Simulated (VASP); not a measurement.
# Ca (P6_3/mmc) in VASP: relaxation of cell and atoms with PBEsol

Aim: the relaxation of cell and atoms of Ca with PBEsol.

Everything below comes from runs of VASP 6.6.1. Logs are shortened: lines on timing, memory, paths and dates and some standing lists are left out, and cuts for length are marked.

## Step 1: The cell of the first run

Symmetry: P6_3/mmc, No. 194, hexagonal system. The conventional cell has a = 3.980 Å, b = 3.980 Å, c = 6.520 Å, α = 90.00°, β = 90.00°, γ = 120.00°. Ca (site symmetry -6m2) has 12 Ca at 3.98 to 3.99 Å within 5.2 Å.

## Step 2: Relaxation of cell and atoms, PBEsol

The input, INCAR:

```
PREC = Accurate ; ENCUT = 600
EDIFF = 1E-6 ; ISMEAR = -1
SIGMA = 0.1 ; LREAL = F
LASPH = T ; NELM = 80
ALGO = Normal ; ISIF = 3
LWAVE = F ; LCHARG = F
GGA = PS ; IBRION = 2
NSW = 100 ; EDIFFG = -0.002
```

The input, KPOINTS:

```
Automatic mesh
0
Gamma
  14 14 8
```

The input, POSCAR:

```
Ca
1.0
    3.9800000000      0.0000000000      0.0000000000
   -1.9900000000      3.4467811071      0.0000000000
    0.0000000000      0.0000000000      6.5200000000
Ca
2
Direct
    0.3333333333      0.6666666667      0.2500000000
    0.6666666667      0.3333333333      0.7500000000
```

Potentials or basis: VASP PAW PBE potentials, release 64 (Ca_sv).

Launch:

```sh
cat potpaw_PBE.64/Ca_sv/POTCAR > POTCAR
mpirun -np 1 vasp_std > vasp.out
```

OUTCAR:

```text
PREC = Accurate
   ENCUT = 600
   EDIFF = 1E-6
   ISMEAR = -1
   LREAL = F
   LASPH = T
   NELM = 80
   ISIF = 3
   GGA = PS
   IBRION = 2
   NSW = 100
   EDIFFG = -0.002

 ion  position               nearest neighbor table
   1  0.333  0.667  0.250-
   2  0.667  0.333  0.750-

  LATTYP: Found a hexagonal cell.
 ALAT       =     3.9800000000
 C/A-ratio  =     1.6381909548

  Lattice vectors:

 A1 = (   3.9800000000,   0.0000000000,   0.0000000000)
 A2 = (  -1.9900000000,   3.4467811071,   0.0000000000)
 A3 = (   0.0000000000,   0.0000000000,   6.5200000000)

Analysis of symmetry for initial positions (statically):
=====================================================================
 Subroutine PRICEL returns:
 Original cell was already a primitive cell.

 Routine SETGRP: Setting up the symmetry group for a
 hexagonal supercell.

 Subroutine GETGRP returns: Found 24 space group operations
 (whereof 12 operations were pure point group operations)
 out of a pool of 24 trial point group operations.

The static configuration has the point symmetry D_3d.
 The point group associated with its full space group is D_6h.

Analysis of symmetry for dynamics (positions and initial velocities):
=====================================================================
 Subroutine PRICEL returns:
 Original cell was already a primitive cell.

 Routine SETGRP: Setting up the symmetry group for a
 hexagonal supercell.

 Subroutine GETGRP returns: Found 24 space group operations
 (whereof 12 operations were pure point group operations)
 out of a pool of 24 trial point group operations.

The dynamic configuration has the point symmetry D_3d.
 The point group associated with its full space group is D_6h.

 Subroutine INISYM returns: Found 24 space group operations
 (whereof 12 operations are pure point group operations),
 and found     1 'primitive' translations

----------------------------------------------------------------------------------------

                                     Primitive cell

  volume of cell :      89.4426

  direct lattice vectors                    reciprocal lattice vectors
     3.980000000  0.000000000  0.000000000     0.251256281  0.145062882  0.000000000
    -1.990000000  3.446781107  0.000000000     0.000000000  0.290125763  0.000000000
     0.000000000  0.000000000  6.520000000     0.000000000  0.000000000  0.153374233

  length of vectors
     3.980000000  3.980000000  6.520000000     0.290125763  0.290125763  0.153374233

  position of ions in fractional coordinates (direct lattice)
     0.333333333  0.666666667  0.250000000
     0.666666667  0.333333333  0.750000000

  ion indices of the primitive-cell ions
   primitive index   ion index
                 1           1
                 2           2

----------------------------------------------------------------------------------------

 KPOINTS: Automatic mesh

Automatic generation of k-mesh.
 Grid dimensions read from file:
 generate k-points for:   14   14    8

 Generating k-lattice:

  Cartesian coordinates                     Fractional coordinates (reciprocal lattice)
     0.017946877  0.010361634  0.000000000     0.071428571  0.000000000  0.000000000
     0.000000000  0.020723269  0.000000000     0.000000000  0.071428571  0.000000000
     0.000000000  0.000000000  0.019171779     0.000000000  0.000000000  0.125000000

  Length of vectors
     0.020723269  0.020723269  0.019171779

  Shift w.r.t. Gamma in fractional coordinates (k-lattice)
     0.000000000  0.000000000  0.000000000

 Subroutine IBZKPT returns following result:
 ===========================================

 Found    120 irreducible k-points:

 Following reciprocal coordinates:
            Coordinates               Weight
  0.000000  0.000000  0.000000      1.000000
  0.071429 -0.000000  0.000000      6.000000
  0.142857  0.000000  0.000000      6.000000
  0.214286 -0.000000  0.000000      6.000000
  0.285714  0.000000  0.000000      6.000000
  0.357143 -0.000000  0.000000      6.000000
[... 16 lines left out ...]
  0.285714  0.285714  0.000000      6.000000
  0.357143  0.285714  0.000000      6.000000
 [... further k-points ...]
   k-points           NKPTS =    120   k-points in BZ     NKDIM =    120   number of bands    NBANDS=     14
   number of dos      NEDOS =    301   number of ions     NIONS =      2
   total plane-waves  NPLWV =  55296
   dimension x,y,z NGX =    32 NGY =   32 NGZ =   54
   dimension x,y,z NGXF=    64 NGYF=   64 NGZF=  108
   ions per type =               2
   NGX,Y,Z   is equivalent  to a cutoff of  13.37, 13.37, 13.77 a.u.
   NGXF,Y,Z  is equivalent  to a cutoff of  26.73, 26.73, 27.54 a.u.
 SYSTEM =  unknown system
   PREC   = accura    normal or accurate (medium, high low for compatibility)
   ISTART =      0    job   : 0-new  1-cont  2-samecut
   ICHARG =      2    charge: 1-file 2-atom 10-const
   ISPIN  =      1    spin polarized calculation?
   LNONCOLLINEAR =      F non collinear calculations
   LSORBIT =      F    spin-orbit coupling
   LASPH  =      T    aspherical Exc in radial PAW
   ENCUT  =  600.0 eV  44.10 Ry    6.64 a.u.   7.95  7.95 13.02*2*pi/ulx,y,z
   NELM   =     80;   NELMIN=  2; NELMDL= -5     # of ELM steps
   EDIFF  = 0.1E-05   stopping-criterion for ELM
   LREAL  =      F    real-space projection
   EDIFFG = -.2E-02   stopping-criterion for IOM
   NSW    =    100    number of steps for IOM
   IBRION =      2    ionic relax: 0-MD 1-quasi-New 2-CG
   NFREE  =      1    steps in history (QN), initial steepest desc. (CG)
   ISIF   =      3    stress and relaxation
   ISYM   =      2    0-nonsym 1-usesym 2-fastsym
   POTIM  = 0.5000    time-step for ionic-motion
   TEBEG  =    0.0;   TEEND  =   0.0 temperature during run
   PSTRESS=    0.0 pullay stress
   NELECT =      20.0000    total number of electrons
   NUPDOWN=      -1.0000    fix difference up-down
   EMIN   =  10.00;   EMAX   =-10.00  energy-range for DOS
   EFERMI =   0.00;   METHOD = LEGACY
   ISMEAR =    -1;   SIGMA  =   0.10  broadening in eV -4-tet -1-fermi 0-gaus
   EFERMI_NEDOS =   21; number of points for ismear=-14 and -15
   IALGO  =     38    algorithm
   IMIX   =      4    mixing-type and parameters
     AMIX     =   0.40;   BMIX     =  1.00
     AMIX_MAG =   1.60;   BMIX_MAG =  1.00
  volume/ion in A,a.u.               =      44.72       301.79
  Fermi-wavevector in a.u.,A,eV,Ry     =   0.993657  1.877740 13.433783  0.987355
  Thomas-Fermi vector in A             =   2.125555
   LORBIT       =      0    0 simple, 1 ext, 2 COOP (PROOUT), +10 PAW based schemes
   GGA     = PS    functional components
   LHFCALC =     F    Hartree Fock is set to
   AEXX    =    0.0000 exact exchange contribution
   IVDW    =     0    specifies the selected vdW correction
   LEPSILON=     F    determine dielectric tensor
   LRPA    =     F    only Hartree local field effects (RPA)
 conjugate gradient relaxation of ions
 non-spin polarized calculation
  energy-cutoff  :      600.00
  volume of cell :       89.44
 maximum number of plane-waves:      3011
 NGX is ok and might be reduce to    32
   NGX = 15   NGY = 15   NGZ = 27

--------------------------------------- Ionic step        1  -------------------------------------------

 number of electron      20.0000003 magnetization

 Free energy of the ion-electron system (eV)
  ---------------------------------------------------
  ext. energy  EPLUGINS =         0.00000000
  ---------------------------------------------------
  free energy    TOTEN  =        -4.26650553 eV

  energy without entropy =       -4.17998348  energy(sigma->0) =       -4.22324450

------------------------ aborting loop because EDIFF is reached ----------------------------------------

  FORCE on cell =-STRESS in cart. coord.  units (eV):
  Direction    XX          YY          ZZ          XY          YZ          ZX
  --------------------------------------------------------------------------------------
  -------------------------------------------------------------------------------------
  Total       -0.7700609     -0.7700609     -0.7785409      0.0000000     -0.0000000      0.0000000
  in kB      -13.7940345    -13.7940345    -13.9459361      0.0000000     -0.0000000      0.0000000
  external PRESSURE =     -13.8446684 kB  Pullay stress =       0.0000000 kB
[... 89 lines left out ...]
  FREE ENERGIE OF THE ION-ELECTRON SYSTEM (eV)
  ---------------------------------------------------
  free  energy   TOTEN  =        -4.3015163652 eV

  energy  without entropy=       -4.2163259500  energy(sigma->0) =       -4.25892116

[... ionic steps 4 to 9 ...]

--------------------------------------- Ionic step       10  -------------------------------------------

 number of electron      19.9999999 magnetization

------------------------ aborting loop because EDIFF is reached ----------------------------------------

  FORCE on cell =-STRESS in cart. coord.  units (eV):
  Direction    XX          YY          ZZ          XY          YZ          ZX
  --------------------------------------------------------------------------------------
  -------------------------------------------------------------------------------------
  Total        0.0009900      0.0009900      0.0052193      0.0000000     -0.0000000      0.0000000
  in kB        0.0193933      0.0193933      0.1022404      0.0000000     -0.0000000      0.0000000
  external PRESSURE =       0.0470090 kB  Pullay stress =       0.0000000 kB
[... 57 lines left out ...]
  energy  without entropy=       -4.2167736256  energy(sigma->0) =       -4.25919030

--------------------------------------- Ionic step       12  -------------------------------------------

 number of electron      19.9999999 magnetization

 Free energy of the ion-electron system (eV)
  ---------------------------------------------------
  ext. energy  EPLUGINS =         0.00000000
  ---------------------------------------------------
  free energy    TOTEN  =        -4.30160774 eV

  energy without entropy =       -4.21679480  energy(sigma->0) =       -4.25920127

 E-fermi :   2.0461     XC(G=0):  -7.9089

 val. band max:        2.0095857375   @ k =   0.3571   0.2857   0.3750
 cond. band min:       2.0466191879   @ k =   0.2143   0.1429   0.0000
 fundamental gap:      0.0370334505
 Fermi energy:         2.0461340591

 k-point     1 :       0.0000    0.0000    0.0000
  band No.  band energies     occupation
      1     -39.7331      2.00000
      2     -39.7174      2.00000
      3     -20.8735      2.00000
      4     -20.7455      2.00000
      5     -20.7455      2.00000
      6     -20.7245      2.00000
      7     -20.7245      2.00000
      8     -20.7174      2.00000
      9      -2.0772      2.00000
     10       0.9733      1.99996
     11       1.8586      1.73414
     12       4.3480      0.00000
     13       4.3791      0.00000
     14       4.3791      0.00000
[... 375 lines left out ...]
 k-point    24 :       0.3571    0.2857    0.0000
  band No.  band energies     occupation
      1     -39.7136      2.00000
      2     -39.7123      2.00000
      3     -20.8454      2.00000
      4     -20.8228      2.00000
      5     -20.8193      2.00000
      6     -20.7931      2.00000
      7     -20.7829      2.00000
      8     -20.7704      2.00000
      9       1.6223      1.97154
     10       1.7310      1.91790
     11       2.0887      0.79024
     12       2.5679      0.01078
     13       3.4825      0.00000
     14       3.5821      0.00000

 [... further k-points ...]
[... 5 lines left out ...]
  --------------------------------------------------------------------------------------
  -------------------------------------------------------------------------------------
  Total       -0.0033417     -0.0033417     -0.0011649      0.0000000     -0.0000000     -0.0000000
  in kB       -0.0654555     -0.0654555     -0.0228181      0.0000000     -0.0000000     -0.0000000
  external PRESSURE =      -0.0512430 kB  Pullay stress =       0.0000000 kB
[... 17 lines left out ...]
  FREE ENERGIE OF THE ION-ELECTRON SYSTEM (eV)
  ---------------------------------------------------
  free  energy   TOTEN  =        -4.3016077422 eV

  energy  without entropy=       -4.2167947953  energy(sigma->0) =       -4.25920127

 reached required accuracy - stopping structural energy minimisation
```

Run time: 17 min. Hardware: 1 thread of Oxide Virtual Turin-like, shared host; peak memory 0.32 GiB.

Results:

```
Free energy                            : -4.3016 eV
Relaxed volume                         : 40.90 Å³/atom
Relaxed cell                           : a = 3.860 Å, b = 3.860 Å, c = 6.340 Å, α = 90.00°, β = 90.00°, γ = 120.00°
Space group after relaxing (to 0.05 Å) : P6_3/mmc (No. 194)
Energy gained by relaxing              : 17.6 meV/atom
Ionic steps                            : 12
Pressure after relaxing                : 0.0 GPa
Band gap on the k mesh                 : zero (band 10 reaches 2.25 eV, above the bottom of band 11 at 1.86 eV)
```

Step by step:
```csv
step,energy change (eV),largest force (eV/Å),pressure (GPa),volume (Å³)
1,0.0000,0.0000,-1.38,89.44
2,-0.0302,0.0000,-0.55,84.53
3,-0.0350,0.0000,-0.05,82.06
4,-0.0350,0.0000,0.00,81.83
5,-0.0350,0.0000,0.03,81.68
6,-0.0351,0.0000,-0.02,81.78
7,-0.0351,0.0000,-0.01,81.79
8,-0.0351,0.0000,-0.01,81.81
9,-0.0351,0.0000,-0.02,81.84
10,-0.0351,0.0000,0.00,81.79
11,-0.0351,0.0000,0.00,81.79
12,-0.0351,0.0000,-0.01,81.80
```

Final structure:
```yaml
crystal:
  lattice:
    - [3.85975, 0.00000, 0.00000]
    - [-1.92988, 3.34265, 0.00000]
    - [0.00000, 0.00000, 6.33996]
  atoms:
    - { symbol: Ca, position: [0.33333, 0.66667, 0.25000] }
    - { symbol: Ca, position: [0.66667, 0.33333, 0.75000] }
```

Levels at points of the mesh, in eV from the Fermi level:
```tsv
k point	band 6	band 7	band 8	band 9	band 10	band 11	band 12	band 13	band 14
(0.00, 0.00, 0.00)	-22.77	-22.77	-22.76	-4.12	-1.07	-0.19	2.30	2.33	2.33
(0.50, 0.00, 0.00)	-22.83	-22.80	-22.79	-1.12	-0.68	0.19	0.36	1.40	1.96
(0.00, 0.00, 0.50)	-22.78	-22.78	-22.78	-3.09	-3.09	1.40	1.40	2.32	2.32
(0.50, 0.00, 0.50)	-22.81	-22.81	-22.81	-0.71	-0.71	0.13	0.13	1.47	1.47
```

Caveat: the PAW data sets were made with another functional, which shifts forces and pressure a little.
